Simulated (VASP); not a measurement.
Wanted: the native input for a VASP 6.6.1 run.

```yaml
Task: single point
Functional: PBE
Potentials_or_basis: VASP PAW PBE potentials, release 64 (P)
Cutoff: 520 eV
k_mesh: 5 × 5 × 5
Occupations: fermi-dirac, width 0.1 eV
Spin: no spin polarisation
Dipole_correction: no
Further_INCAR_settings: ALGO = Normal; EDIFF = 1e-06; NBANDS = 30
```

The structure of P lies in POSCAR:

```
P
1.0
    4.9001102215      0.0000000000      0.0000000000
    0.0000000000      4.9001102215      0.0000000000
    0.0000000000      0.0000000000      4.9001102215
P
8
Direct
    0.0000000000      0.0000000000      0.0000000000
    0.5000000000      0.5000000000      0.5000000000
    0.2500000000      0.0000000000      0.5000000000
    0.7500000000      0.0000000000      0.5000000000
    0.5000000000      0.2500000000      1.0000000000
    0.5000000000      0.7500000000      0.0000000000
    0.0000000000      0.5000000000      0.2500000000
    0.0000000000      0.5000000000      0.7500000000
```

The input as run:

INCAR

```
SYSTEM = P
PREC     = Accurate       ! precision mode
ENCUT    = 520            ! plane-wave cutoff, eV
EDIFF    = 1E-6           ! SCF threshold, eV
ISMEAR   = -1             ! smearing method
SIGMA    = 0.1            ! smearing width, eV
LREAL    = .FALSE.        ! projectors in reciprocal space
LASPH    = .TRUE.         ! aspherical terms in the spheres
NELM     = 60             ! most SCF steps
ALGO     = Normal         ! electronic algorithm
ISIF     = 2              ! what is computed and relaxed
LWAVE    = .FALSE.        ! write WAVECAR
LCHARG   = .FALSE.        ! write CHGCAR
GGA      = PE             ! functional
NBANDS   = 30             ! bands
```

KPOINTS

```
Automatic mesh
0
G
  5 5 5
  0 0 0
```

Potentials or basis: VASP PAW PBE potentials, release 64 (P).

Run with:

```sh
$ cat potpaw_PBE.64/P/POTCAR > POTCAR
$ mpirun -np 1 vasp_std > vasp.out
```

It gave:

The pressure is -0.2 GPa and the band gap on the k mesh is zero (band 20 reaches 9.94 eV, above the bottom of band 21 at 9.29 eV).

Run time: 21 s on 1 thread of Intel Xeon 6975P-C, on a shared host, peak memory 0.2 GiB.
